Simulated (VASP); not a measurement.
# SnO2 (P4_2/mnm) in VASP: notebook

SnO2 is run at these levels: r2SCAN; tasks: single point.

Everything below comes from runs of VASP 6.6.1. Logs are shortened: lines on timing, memory, paths and dates and some standing lists are left out, and cuts for length are marked.

### 1 The cell of the first run

Symmetry: P4_2/mnm, No. 136, tetragonal system. The conventional cell has a = 4.738 Å, b = 4.738 Å, c = 3.187 Å, α = 90.00°, β = 90.00°, γ = 90.00°. Sn (site symmetry mmm) has 6 O at 2.05 to 2.06 Å within 2.7 Å. Within 2.7 Å of O (site symmetry m2m) lie 3 Sn at 2.05 to 2.06 Å and 1 O at 2.60 Å.

### 2 Single point, r2SCAN

POSCAR reads:

```
SnO2
1.0
    4.7380000000      0.0000000000      0.0000000000
    0.0000000000      4.7380000000      0.0000000000
    0.0000000000      0.0000000000      3.1865000000
Sn O
2 4
Direct
    0.0000000000      0.0000000000      0.0000000000
    0.5000000000      0.5000000000      0.5000000000
    0.3056906590      0.3056906590      0.0000000000
    0.1943093410      0.8056906590      0.5000000000
    0.6943093410      0.6943093410      0.0000000000
    0.8056906590      0.1943093410      0.5000000000
```

INCAR.step1 reads:

```
SYSTEM = SnO2
PREC = Accurate
ENCUT = 520
ISMEAR = 0
SIGMA = 0.05
LREAL = .FALSE.
LASPH = .TRUE.
NELM = 80
NBANDS = 35
GGA = PE
ALGO = Normal
EDIFF = 1E-4
LWAVE = .TRUE.
LCHARG = .FALSE.
```

INCAR.step2 reads:

```
SYSTEM = SnO2
PREC = Accurate
ENCUT = 520
EDIFF = 1E-6
ISMEAR = 0
SIGMA = 0.05
LREAL = .FALSE.
LASPH = .TRUE.
NELM = 80
ALGO = Normal
ISIF = 2
LWAVE = .FALSE.
LCHARG = .FALSE.
METAGGA = R2SCAN
LMIXTAU = .TRUE.
NBANDS = 35
ISTART = 1
```

KPOINTS reads:

```
regular mesh
0
G
  6 6 10
  0 0 0
```

Potentials or basis: VASP PAW PBE potentials, release 64 (Sn_d, O).

Started as:

```
$ cat potpaw_PBE.64/Sn_d/POTCAR potpaw_PBE.64/O/POTCAR > POTCAR
$ cp INCAR.step1 INCAR
$ mpirun -np 1 vasp_std > vasp.out
$ cp INCAR.step2 INCAR
$ mpirun -np 1 vasp_std > vasp.out
```

OUTCAR:

```text
SYSTEM = SnO2
   PREC = Accurate
   ENCUT = 520
   EDIFF = 1E-6
   ISMEAR = 0
   LREAL = .FALSE.
   LASPH = .TRUE.
   NELM = 80
   ISIF = 2
   METAGGA = R2SCAN
   ISTART = 1

 ion  position               nearest neighbor table
   1  0.000  0.000  0.000-   3 2.05   5 2.05   4 2.06   6 2.06   4 2.06   6 2.06   2 3.71   2 3.71
                             2 3.71   2 3.71   2 3.71   2 3.71   2 3.71   2 3.71
   2  0.500  0.500  0.500-   4 2.05   6 2.05   5 2.06   3 2.06   3 2.06   5 2.06   1 3.71   1 3.71
                             1 3.71   1 3.71   1 3.71   1 3.71   1 3.71   1 3.71
   3  0.306  0.306  0.000-   1 2.05   2 2.06   2 2.06
   4  0.194  0.806  0.500-   2 2.05   1 2.06   1 2.06
   5  0.694  0.694  0.000-   1 2.05   2 2.06   2 2.06
   6  0.806  0.194  0.500-   2 2.05   1 2.06   1 2.06

  LATTYP: Found a simple tetragonal cell.
 ALAT       =     4.7380000000
 C/A-ratio  =     0.6725411566

  Lattice vectors:

 A1 = (   4.7380000000,   0.0000000000,   0.0000000000)
 A2 = (   0.0000000000,   4.7380000000,   0.0000000000)
 A3 = (   0.0000000000,   0.0000000000,   3.1865000000)

Analysis of symmetry for initial positions (statically):
=====================================================================
 Subroutine PRICEL returns:
 Original cell was already a primitive cell.

 Routine SETGRP: Setting up the symmetry group for a
 simple tetragonal supercell.

 Subroutine GETGRP returns: Found 16 space group operations
 (whereof  8 operations were pure point group operations)
 out of a pool of 16 trial point group operations.

The static configuration has the point symmetry D_2h.
 The point group associated with its full space group is D_4h.

Analysis of symmetry for dynamics (positions and initial velocities):
=====================================================================
 Subroutine PRICEL returns:
 Original cell was already a primitive cell.

 Routine SETGRP: Setting up the symmetry group for a
 simple tetragonal supercell.

 Subroutine GETGRP returns: Found 16 space group operations
 (whereof  8 operations were pure point group operations)
 out of a pool of 16 trial point group operations.

The dynamic configuration has the point symmetry D_2h.
 The point group associated with its full space group is D_4h.

 Subroutine INISYM returns: Found 16 space group operations
 (whereof  8 operations are pure point group operations),
 and found     1 'primitive' translations

----------------------------------------------------------------------------------------

                                     Primitive cell

  volume of cell :      71.5326

  direct lattice vectors                    reciprocal lattice vectors
     4.738000000  0.000000000  0.000000000     0.211059519  0.000000000  0.000000000
     0.000000000  4.738000000  0.000000000     0.000000000  0.211059519  0.000000000
     0.000000000  0.000000000  3.186500000     0.000000000  0.000000000  0.313823945

  length of vectors
     4.738000000  4.738000000  3.186500000     0.211059519  0.211059519  0.313823945

  position of ions in fractional coordinates (direct lattice)
     0.000000000  0.000000000  0.000000000
     0.500000000  0.500000000  0.500000000
     0.305690659  0.305690659  0.000000000
     0.194309341  0.805690659  0.500000000
     0.694309341  0.694309341  0.000000000
     0.805690659  0.194309341  0.500000000

  ion indices of the primitive-cell ions
   primitive index   ion index
                 1           1
                 2           2
                 3           3
                 4           4
                 5           5
                 6           6

----------------------------------------------------------------------------------------

 KPOINTS: regular mesh

Automatic generation of k-mesh.
 Grid dimensions read from file:
 generate k-points for:    6    6   10

 Generating k-lattice:

  Cartesian coordinates                     Fractional coordinates (reciprocal lattice)
     0.035176586  0.000000000  0.000000000     0.166666667  0.000000000  0.000000000
     0.000000000  0.035176586  0.000000000     0.000000000  0.166666667  0.000000000
     0.000000000  0.000000000  0.031382394     0.000000000  0.000000000  0.100000000

  Length of vectors
     0.035176586  0.035176586  0.031382394

  Shift w.r.t. Gamma in fractional coordinates (k-lattice)
     0.000000000  0.000000000  0.000000000

 Subroutine IBZKPT returns following result:
 ===========================================

 Found     60 irreducible k-points:

 Following reciprocal coordinates:
            Coordinates               Weight
  0.000000  0.000000  0.000000      1.000000
  0.166667  0.000000  0.000000      4.000000
  0.333333  0.000000  0.000000      4.000000
  0.500000  0.000000  0.000000      2.000000
  0.166667  0.166667  0.000000      4.000000
  0.333333  0.166667  0.000000      8.000000
[... 16 lines left out ...]
  0.333333  0.000000  0.200000      8.000000
  0.500000  0.000000  0.200000      4.000000
 [... further k-points ...]
   k-points           NKPTS =     60   k-points in BZ     NKDIM =     60   number of bands    NBANDS=     35
   number of dos      NEDOS =    301   number of ions     NIONS =      6
   total plane-waves  NPLWV =  31104
   dimension x,y,z NGX =    36 NGY =   36 NGZ =   24
   dimension x,y,z NGXF=    72 NGYF=   72 NGZF=   48
   ions per type =               2   4
   NGX,Y,Z   is equivalent  to a cutoff of  12.63, 12.63, 12.52 a.u.
   NGXF,Y,Z  is equivalent  to a cutoff of  25.26, 25.26, 25.04 a.u.
 SYSTEM =  SnO2
   PREC   = accura    normal or accurate (medium, high low for compatibility)
   ISTART =      1    job   : 0-new  1-cont  2-samecut
   ICHARG =      0    charge: 1-file 2-atom 10-const
   ISPIN  =      1    spin polarized calculation?
   LNONCOLLINEAR =      F non collinear calculations
   LSORBIT =      F    spin-orbit coupling
   LASPH  =      T    aspherical Exc in radial PAW
   ENCUT  =  520.0 eV  38.22 Ry    6.18 a.u.   8.81  8.81  5.92*2*pi/ulx,y,z
   NELM   =     80;   NELMIN=  2; NELMDL=  0     # of ELM steps
   EDIFF  = 0.1E-05   stopping-criterion for ELM
   LREAL  =      F    real-space projection
   EDIFFG = 0.1E-04   stopping-criterion for IOM
   NSW    =      0    number of steps for IOM
   IBRION =     -1    ionic relax: 0-MD 1-quasi-New 2-CG
   NFREE  =      0    steps in history (QN), initial steepest desc. (CG)
   ISIF   =      2    stress and relaxation
   ISYM   =      2    0-nonsym 1-usesym 2-fastsym
   POTIM  = 0.5000    time-step for ionic-motion
   TEBEG  =    0.0;   TEEND  =   0.0 temperature during run
   PSTRESS=    0.0 pullay stress
   NELECT =      52.0000    total number of electrons
   NUPDOWN=      -1.0000    fix difference up-down
   EMIN   =  10.00;   EMAX   =-10.00  energy-range for DOS
   EFERMI =   0.00;   METHOD = LEGACY
   ISMEAR =     0;   SIGMA  =   0.05  broadening in eV -4-tet -1-fermi 0-gaus
   EFERMI_NEDOS =   21; number of points for ismear=-14 and -15
   IALGO  =     38    algorithm
   IMIX   =      4    mixing-type and parameters
     AMIX     =   0.40;   BMIX     =  1.00
     AMIX_MAG =   1.60;   BMIX_MAG =  1.00
  volume/ion in A,a.u.               =      11.92        80.45
  Fermi-wavevector in a.u.,A,eV,Ry     =   1.472000  2.781677 29.480903  2.166785
  Thomas-Fermi vector in A             =   2.587068
   LORBIT       =      0    0 simple, 1 ext, 2 COOP (PROOUT), +10 PAW based schemes
   METAGGA = R2SCAN    functional components
   LHFCALC =     F    Hartree Fock is set to
   AEXX    =    0.0000 exact exchange contribution
   IVDW    =     0    specifies the selected vdW correction
   LEPSILON=     F    determine dielectric tensor
   LRPA    =     F    only Hartree local field effects (RPA)
 non-spin polarized calculation
 Gauss-broadening in eV      SIGMA  =   0.05
  energy-cutoff  :      520.00
  volume of cell :       71.53
 maximum number of plane-waves:      1992
 NGX is ok and might be reduce to    36
   NGX = 17   NGY = 17   NGZ = 11

 number of electron      51.9999990 magnetization

 Free energy of the ion-electron system (eV)
  ---------------------------------------------------
  ext. energy  EPLUGINS =         0.00000000
  ---------------------------------------------------
  free energy    TOTEN  =       -84.61186103 eV

  energy without entropy =      -84.61186103  energy(sigma->0) =      -84.61186103

 E-fermi :   5.9403     XC(G=0): -12.0485

 val. band max:        5.7174435416   @ k =   0.0000   0.0000   0.0000
 cond. band min:       7.6739921359   @ k =   0.0000   0.0000   0.0000
 fundamental gap:      1.9565485943
 Fermi energy:         5.9402580257

 k-point     1 :       0.0000    0.0000    0.0000
  band No.  band energies     occupation
      1     -16.0472      2.00000
      2     -15.1028      2.00000
      3     -14.7710      2.00000
      4     -14.7710      2.00000
      5     -14.7474      2.00000
      6     -14.7219      2.00000
[... 27 lines left out ...]
     34      19.0001      0.00000
     35      19.2571      0.00000

 k-point     2 :       0.1667    0.0000    0.0000
  band No.  band energies     occupation
      1     -15.9985      2.00000
      2     -15.1608      2.00000
      3     -14.7693      2.00000
      4     -14.7692      2.00000
      5     -14.7658      2.00000
      6     -14.7498      2.00000
[... 27 lines left out ...]
     34      18.9457      0.00000
     35      19.2165      0.00000

 k-point     3 :       0.3333    0.0000    0.0000
  band No.  band energies     occupation
      1     -15.8558      2.00000
      2     -15.3674      2.00000
      3     -14.7887      2.00000
      4     -14.7657      2.00000
      5     -14.7655      2.00000
      6     -14.7581      2.00000
[... 27 lines left out ...]
     34      18.8763      0.00000
     35      19.1433      0.00000

 k-point     4 :       0.5000    0.0000    0.0000
  band No.  band energies     occupation
      1     -15.6325      2.00000
      2     -15.6325      2.00000
      3     -14.7734      2.00000
      4     -14.7734      2.00000
      5     -14.7638      2.00000
      6     -14.7638      2.00000
[... 27 lines left out ...]
     34      19.0092      0.00000
     35      19.4574      0.00000

 k-point     5 :       0.1667    0.1667    0.0000
  band No.  band energies     occupation
      1     -15.9621      2.00000
      2     -15.2358      2.00000
      3     -14.7871      2.00000
      4     -14.7716      2.00000
      5     -14.7653      2.00000
      6     -14.7408      2.00000
[... 638 lines left out ...]
 k-point    22 :       0.1667    0.0000    0.2000
  band No.  band energies     occupation
      1     -15.8260      2.00000
      2     -15.2913      2.00000
      3     -15.1776      2.00000
      4     -14.8737      2.00000
      5     -14.7082      2.00000
      6     -14.6738      2.00000
[... 27 lines left out ...]
     34      18.8383      0.00000
     35      18.8663      0.00000

 k-point    23 :       0.3333    0.0000    0.2000
  band No.  band energies     occupation
      1     -15.7442      2.00000
      2     -15.4580      2.00000
      3     -15.1212      2.00000
      4     -14.9399      2.00000
      5     -14.6662      2.00000
      6     -14.6617      2.00000
[... 27 lines left out ...]
     34      18.9827      0.00000
     35      19.0112      0.00000

 k-point    24 :       0.5000    0.0000    0.2000
  band No.  band energies     occupation
      1     -15.6169      2.00000
      2     -15.6169      2.00000
      3     -15.0351      2.00000
      4     -15.0351      2.00000
      5     -14.6579      2.00000
      6     -14.6579      2.00000
[... 27 lines left out ...]
     34      19.0713      0.00000
     35      19.5125      0.00000

 [... further k-points ...]
[... 5 lines left out ...]
  --------------------------------------------------------------------------------------
  -------------------------------------------------------------------------------------
  Total        1.6717479      1.6717479      2.2354028      0.0000000      0.0000000      0.0000000
  in kB       37.4435771     37.4435771     50.0682413      0.0000000      0.0000000      0.0000000
  external PRESSURE =      41.6517985 kB  Pullay stress =       0.0000000 kB

 VOLUME and BASIS-vectors are now :
 -----------------------------------------------------------------------------
  energy-cutoff  :      520.00
  volume of cell :       71.53
      direct lattice vectors                 reciprocal lattice vectors
     4.738000000  0.000000000  0.000000000     0.211059519  0.000000000  0.000000000
     0.000000000  4.738000000  0.000000000     0.000000000  0.211059519  0.000000000
     0.000000000  0.000000000  3.186500000     0.000000000  0.000000000  0.313823945

 POSITION                                       TOTAL-FORCE (eV/Angst)
 -----------------------------------------------------------------------------------
      0.00000      0.00000      0.00000         0.000000      0.000000     -0.000000
      2.36900      2.36900      1.59325         0.000000      0.000000     -0.000000
      1.44836      1.44836      0.00000        -0.029157     -0.029157      0.000000
      0.92064      3.81736      1.59325         0.029157     -0.029157     -0.000000
      3.28964      3.28964      0.00000         0.029157      0.029157     -0.000000
      3.81736      0.92064      1.59325        -0.029157      0.029157     -0.000000
 -----------------------------------------------------------------------------------
    total drift:                                0.000000      0.000000      0.000000

  FREE ENERGIE OF THE ION-ELECTRON SYSTEM (eV)
  ---------------------------------------------------
  free  energy   TOTEN  =       -84.6118610290 eV

  energy  without entropy=      -84.6118610290  energy(sigma->0) =      -84.61186103
```

Run time: 9.1 min. Hardware: 1 thread of Intel Xeon 8259CL, shared host; peak memory 0.26 GiB.

Results:

| Quantity | Value |
| --- | --- |
| Free energy | -84.6119 eV |
| Pressure | 4.2 GPa |
| Largest force | 0.041 eV/Å |
| Band gap on the k mesh | 1.96 eV |

Forces on the atoms (eV/Å):
```
Sn   0.000  0.000  0.000
Sn   0.000  0.000  0.000
O   -0.029 -0.029  0.000
O    0.029 -0.029  0.000
O    0.029  0.029  0.000
O   -0.029  0.029  0.000
```

Caveat: the cell stands under pressure; the PAW data sets were made with another functional, which shifts forces and pressure a little; spin-orbit coupling is left out, which moves the levels of the heavy elements.

### 3 Single point, r2SCAN (11.97 Å³/atom)

This run uses another cell than the first one, of 11.97 Å³/atom.

POSCAR reads:

```
SnO2
1.0
    4.7436127209      0.0000000000      0.0000000000
    0.0000000000      4.7436127209      0.0000000000
    0.0000000000      0.0000000000      3.1924073167
Sn O
2 4
Direct
    0.0000000000      0.0000000000      0.0000000000
    0.5000000000      0.5000000000      0.5000000000
    0.3053713397      0.3053713397      0.0000000000
    0.1946286603      0.8053713397      0.5000000000
    0.6946286603      0.6946286603      0.0000000000
    0.8053713397      0.1946286603      0.5000000000
```

INCAR.step1 is that of step 2.

Edit INCAR.step2 of step 2 so:

```diff
@@ -12,5 +12,7 @@
 LWAVE = .FALSE.
-LCHARG = .FALSE.
+LCHARG = .TRUE.
 METAGGA = R2SCAN
 LMIXTAU = .TRUE.
+LELF = .TRUE.
+LVHAR = .TRUE.
 NBANDS = 35
```

KPOINTS reads:

```
Automatic mesh
0
G
  6 6 10
  0 0 0
```

Potentials or basis: VASP PAW PBE potentials, release 64 (Sn_d, O).

Started as:

```
$ cat potpaw_PBE.64/Sn_d/POTCAR potpaw_PBE.64/O/POTCAR > POTCAR
$ cp INCAR.step1 INCAR
$ mpirun -np 1 vasp_std > vasp.out
$ cp INCAR.step2 INCAR
$ mpirun -np 1 vasp_std > vasp.out
```

It took 9.6 min on 1 thread of Intel Xeon 8259CL, shared host; peak memory 0.26 GiB.

Results (log left out):

```
Free energy            : -84.6196 eV
Pressure               : 3.1 GPa
Largest force          : 0.029 eV/Å
Band gap on the k mesh : 1.90 eV
```

Forces on the atoms (eV/Å):
```
Sn   0.000  0.000  0.000
Sn   0.000  0.000  0.000
O    0.021  0.021  0.000
O   -0.021  0.021  0.000
O   -0.021 -0.021  0.000
O    0.021 -0.021  0.000
```

Stress tensor (GPa, compression positive):
```
2.85 0.00 0.00
0.00 2.85 0.00
0.00 0.00 3.56
```

Levels at points of the mesh, in eV from the valence-band top:
```
           k point  band 23  band 24  band 25  band 26  band 27  band 28  band 29  band 30
(0.00, 0.00, 0.00)    -1.22    -0.79    -0.79     0.00     1.90     6.92     7.09     7.09
(0.50, 0.00, 0.00)    -1.17    -1.17    -0.63    -0.63     5.11     5.11     7.87     7.87
(0.50, 0.50, 0.00)    -1.30    -1.30    -0.93    -0.93     5.56     5.56     8.29     8.29
(0.00, 0.00, 0.50)    -1.70    -1.70    -1.28    -1.28     6.98     6.98    10.60    10.60
(0.50, 0.00, 0.50)    -1.13    -1.13    -0.68    -0.68     7.26     7.26     8.94     8.94
(0.50, 0.50, 0.50)    -0.96    -0.96    -0.86    -0.86     5.60     5.60     9.72     9.72
```

Caveat: the cell stands under pressure; the PAW data sets were made with another functional, which shifts forces and pressure a little; spin-orbit coupling is left out, which moves the levels of the heavy elements. r2SCAN opens gaps a little over a GGA but as a rule still falls short of measured ones.
